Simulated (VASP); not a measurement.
# Si2Mo (I4/mmm) in VASP: single point with LDA

Aim: the single point of Si2Mo with LDA.

Everything below comes from runs of VASP 6.6.1. Logs are shortened: lines on timing, memory, paths and dates and some standing lists are left out, and cuts for length are marked.

### 1 The cell of the first run

The structure is tetragonal, space group I4/mmm (No. 139). The conventional cell has a = 3.205 Å, b = 3.205 Å, c = 7.845 Å, α = 90.00°, β = 90.00°, γ = 90.00°. Mo (site symmetry 4/mmm) has 10 Si at 2.61 to 2.63 Å and 4 Mo at 3.21 Å within 3.4 Å. Within 3.4 Å of Si (site symmetry 4mm) lie 9 Si at 2.59 to 3.21 Å and 5 Mo at 2.61 to 2.63 Å.

### 2 Single point, LDA

The input, INCAR:

```
PREC = Accurate
ENCUT = 500
EDIFF = 1E-6
ISMEAR = 0
SIGMA = 0.1
LREAL = F
LASPH = T
NELM = 120
ALGO = Normal
ISIF = 2
LWAVE = F
LCHARG = F
GGA = CA
NBANDS = 18
GGA_COMPAT = F
```

The input, KPOINTS:

```
Automatic mesh
0
Gamma
  8 8 8
```

The input, POSCAR:

```
Si2Mo
1.0
   -1.6025950000      1.6025950000      3.9223050000
    1.6025950000     -1.6025950000      3.9223050000
    1.6025950000      1.6025950000     -3.9223050000
Mo Si
1 2
Direct
    0.0000000000      0.0000000000      0.0000000000
    0.3349700000      0.3349700000      0.0000000000
    0.6650300000      0.6650300000      0.0000000000
```

Potentials or basis: VASP PAW LDA potentials, release 64 (Mo_sv, Si).

On the command line:

```bash
$ cat potpaw_LDA.64/Mo_sv/POTCAR potpaw_LDA.64/Si/POTCAR > POTCAR
$ mpirun -np 1 vasp_std > vasp.out
```

OUTCAR:

```text
PREC = Accurate
   ENCUT = 500
   EDIFF = 1E-6
   ISMEAR = 0
   LREAL = F
   LASPH = T
   NELM = 120
   ISIF = 2
   GGA = CA

 ion  position               nearest neighbor table
   1  0.000  0.000  0.000-   3 2.61   3 2.61   3 2.61   2 2.61   3 2.61   2 2.61   2 2.61   2 2.61
                             2 2.63   3 2.63
   2  0.335  0.335  0.000-   3 2.59   1 2.61   1 2.61   1 2.61   1 2.61   1 2.63   3 2.63   3 2.63
                             3 2.63   3 2.63
   3  0.665  0.665  0.000-   2 2.59   1 2.61   1 2.61   1 2.61   1 2.61   1 2.63   2 2.63   2 2.63
                             2 2.63   2 2.63

  LATTYP: Found a body centered tetragonal cell.
 ALAT       =     3.2051900000
 C/A-ratio  =     2.4474711328

  Lattice vectors:

 A1 = (  -1.6025950000,   1.6025950000,   3.9223050000)
 A2 = (   1.6025950000,  -1.6025950000,   3.9223050000)
 A3 = (   1.6025950000,   1.6025950000,  -3.9223050000)

Analysis of symmetry for initial positions (statically):
=====================================================================
 Subroutine PRICEL returns:
 Original cell was already a primitive cell.

 Routine SETGRP: Setting up the symmetry group for a
 body centered tetragonal supercell.

 Subroutine GETGRP returns: Found 16 space group operations
 (whereof 16 operations were pure point group operations)
 out of a pool of 16 trial point group operations.

The static configuration has the point symmetry D_4h.

Analysis of symmetry for dynamics (positions and initial velocities):
=====================================================================
 Subroutine PRICEL returns:
 Original cell was already a primitive cell.

 Routine SETGRP: Setting up the symmetry group for a
 body centered tetragonal supercell.

 Subroutine GETGRP returns: Found 16 space group operations
 (whereof 16 operations were pure point group operations)
 out of a pool of 16 trial point group operations.

The dynamic configuration has the point symmetry D_4h.

 Subroutine INISYM returns: Found 16 space group operations
 (whereof 16 operations are pure point group operations),
 and found     1 'primitive' translations

----------------------------------------------------------------------------------------

                                     Primitive cell

  volume of cell :      40.2948
[... 88 lines left out ...]
   LASPH  =      T    aspherical Exc in radial PAW
   ENCUT  =  500.0 eV  36.75 Ry    6.06 a.u.   8.26  8.26  8.26*2*pi/ulx,y,z
   NELM   =    120;   NELMIN=  2; NELMDL= -5     # of ELM steps
   EDIFF  = 0.1E-05   stopping-criterion for ELM
   LREAL  =      F    real-space projection
   EDIFFG = 0.1E-04   stopping-criterion for IOM
   NSW    =      0    number of steps for IOM
   IBRION =     -1    ionic relax: 0-MD 1-quasi-New 2-CG
   NFREE  =      0    steps in history (QN), initial steepest desc. (CG)
   ISIF   =      2    stress and relaxation
   ISYM   =      2    0-nonsym 1-usesym 2-fastsym
   POTIM  = 0.5000    time-step for ionic-motion
   TEBEG  =    0.0;   TEEND  =   0.0 temperature during run
   PSTRESS=    0.0 pullay stress
   NELECT =      22.0000    total number of electrons
   NUPDOWN=      -1.0000    fix difference up-down
   EMIN   =  10.00;   EMAX   =-10.00  energy-range for DOS
   EFERMI =   0.00;   METHOD = LEGACY
   ISMEAR =     0;   SIGMA  =   0.10  broadening in eV -4-tet -1-fermi 0-gaus
   EFERMI_NEDOS =   21; number of points for ismear=-14 and -15
   IALGO  =     38    algorithm
   IMIX   =      4    mixing-type and parameters
     AMIX     =   0.40;   BMIX     =  1.00
     AMIX_MAG =   1.60;   BMIX_MAG =  1.00
  volume/ion in A,a.u.               =      13.43        90.64
  Fermi-wavevector in a.u.,A,eV,Ry     =   1.338031  2.528511 24.358867  1.790326
  Thomas-Fermi vector in A             =   2.466533
   LORBIT       =      0    0 simple, 1 ext, 2 COOP (PROOUT), +10 PAW based schemes
   GGA     = CA    functional components
   LHFCALC =     F    Hartree Fock is set to
   AEXX    =    0.0000 exact exchange contribution
   IVDW    =     0    specifies the selected vdW correction
   LEPSILON=     F    determine dielectric tensor
   LRPA    =     F    only Hartree local field effects (RPA)
 non-spin polarized calculation
 Gauss-broadening in eV      SIGMA  =   0.10
  energy-cutoff  :      500.00
  volume of cell :       40.29
 maximum number of plane-waves:      1039
 NGX is ok and might be reduce to    36
   NGX = 17   NGY = 17   NGZ = 17

 number of electron      22.0000000 magnetization

 Free energy of the ion-electron system (eV)
  ---------------------------------------------------
  ext. energy  EPLUGINS =         0.00000000
  ---------------------------------------------------
  free energy    TOTEN  =       -25.80503477 eV

  energy without entropy =      -25.80431463  energy(sigma->0) =      -25.80467470

 E-fermi :  12.0994     XC(G=0): -12.5448

 val. band max:       11.8857829348   @ k =   0.5000   0.5000   0.3750
 cond. band min:      12.1466934032   @ k =  -0.3750   0.5000   0.3750
 fundamental gap:      0.2609104684
 Fermi energy:        12.0994375598

 k-point     1 :       0.0000    0.0000    0.0000
  band No.  band energies     occupation
      1     -48.2015      2.00000
      2     -22.5498      2.00000
      3     -22.4620      2.00000
      4     -22.4620      2.00000
      5      -1.1834      2.00000
      6       5.8177      2.00000
[... 481 lines left out ...]
      5       2.9411      2.00000
      6       3.5299      2.00000
[... 10 lines left out ...]
     17      18.9254      0.00000
     18      20.5496      0.00000

 [... further k-points ...]

------------------------ aborting loop because EDIFF is reached ----------------------------------------

  FORCE on cell =-STRESS in cart. coord.  units (eV):
  Direction    XX          YY          ZZ          XY          YZ          ZX
  --------------------------------------------------------------------------------------
  -------------------------------------------------------------------------------------
  Total       -1.3359689     -1.3359689     -1.4806391      0.0000000      0.0000000      0.0000000
  in kB      -53.1199939    -53.1199939    -58.8722823      0.0000000      0.0000000      0.0000000
  external PRESSURE =     -55.0374233 kB  Pullay stress =       0.0000000 kB

 VOLUME and BASIS-vectors are now :
 -----------------------------------------------------------------------------
  energy-cutoff  :      500.00
  volume of cell :       40.29
      direct lattice vectors                 reciprocal lattice vectors
    -1.602595000  1.602595000  3.922305000     0.000000000  0.311993985  0.127476063
     1.602595000 -1.602595000  3.922305000     0.311993985  0.000000000  0.127476063
     1.602595000  1.602595000 -3.922305000     0.311993985  0.311993985  0.000000000

 POSITION                                       TOTAL-FORCE (eV/Angst)
 -----------------------------------------------------------------------------------
      0.00000      0.00000      0.00000        -0.000000     -0.000000      0.000000
      0.00000      0.00000      2.62771        -0.000000     -0.000000      0.117092
      0.00000      0.00000      5.21690         0.000000      0.000000     -0.117092
 -----------------------------------------------------------------------------------
    total drift:                                0.000000      0.000000     -0.000000

  FREE ENERGIE OF THE ION-ELECTRON SYSTEM (eV)
  ---------------------------------------------------
  free  energy   TOTEN  =       -25.8050347683 eV

  energy  without entropy=      -25.8043146345  energy(sigma->0) =      -25.80467470
```

OSZICAR:

```text
N       E                     dE             d eps       ncg     rms          rms(c)
DAV:   1     0.122998296640E+03    0.12300E+03   -0.10968E+04  2124   0.113E+03
DAV:   2    -0.233076919928E+02   -0.14631E+03   -0.14341E+03  2428   0.303E+02
DAV:   3    -0.267173367873E+02   -0.34096E+01   -0.33692E+01  2622   0.415E+01
DAV:   4    -0.267391865581E+02   -0.21850E-01   -0.21831E-01  2478   0.355E+00
DAV:   5    -0.267393391676E+02   -0.15261E-03   -0.15260E-03  2486   0.320E-01    0.220E+01
DAV:   6    -0.259788066390E+02    0.76053E+00   -0.55545E+00  2304   0.163E+01    0.443E+00
DAV:   7    -0.258447340247E+02    0.13407E+00   -0.80300E-01  2300   0.605E+00    0.455E+00
DAV:   8    -0.258058727637E+02    0.38861E-01   -0.97576E-02  2322   0.234E+00    0.356E-01
DAV:   9    -0.258051762718E+02    0.69649E-03   -0.17573E-03  2458   0.345E-01    0.209E-01
DAV:  10    -0.258050425710E+02    0.13370E-03   -0.42047E-04  2378   0.171E-01    0.606E-02
DAV:  11    -0.258050354967E+02    0.70743E-05   -0.62147E-05  2412   0.586E-02    0.189E-02
DAV:  12    -0.258050347683E+02    0.72834E-06   -0.46971E-06  2276   0.126E-02
   1 F= -.25805035E+02 E0= -.25804675E+02  d E =-.720134E-03
```

stdout:

```text
POSCAR found type information on POSCAR MoSi
 POSCAR found :  2 types and       3 ions
 scaLAPACK will be used
 LDA part: xc-table for (Slater(with rela. corr.)+CA(PZ))
 , standard interpolation
 POSCAR, INCAR and KPOINTS ok, starting setup
 FFT: planning ... GRIDC
 FFT: planning ... GRID_SOFT
 FFT: planning ... GRID
 WAVECAR not read
 entering main loop
```

Run time: 36 s. Hardware: 1 thread of Intel Xeon Platinum 8375C at 2.90GHz (Ice Lake), shared host; peak memory 0.19 GiB.

Results:

```
Free energy            : -25.8050 eV
Pressure               : -5.5 GPa
Largest force          : 0.117 eV/Å
Band gap on the k mesh : zero (band 11 reaches 12.66 eV, above the bottom of band 12 at 11.69 eV)
```

Forces in eV/Å, atoms in the order of the input:
```
Mo   0.000  0.000  0.000
Si   0.000  0.000  0.117
Si   0.000  0.000 -0.117
```

Stress tensor (GPa, compression positive):
```
-5.31  0.00  0.00
 0.00 -5.31  0.00
 0.00  0.00 -5.89
```
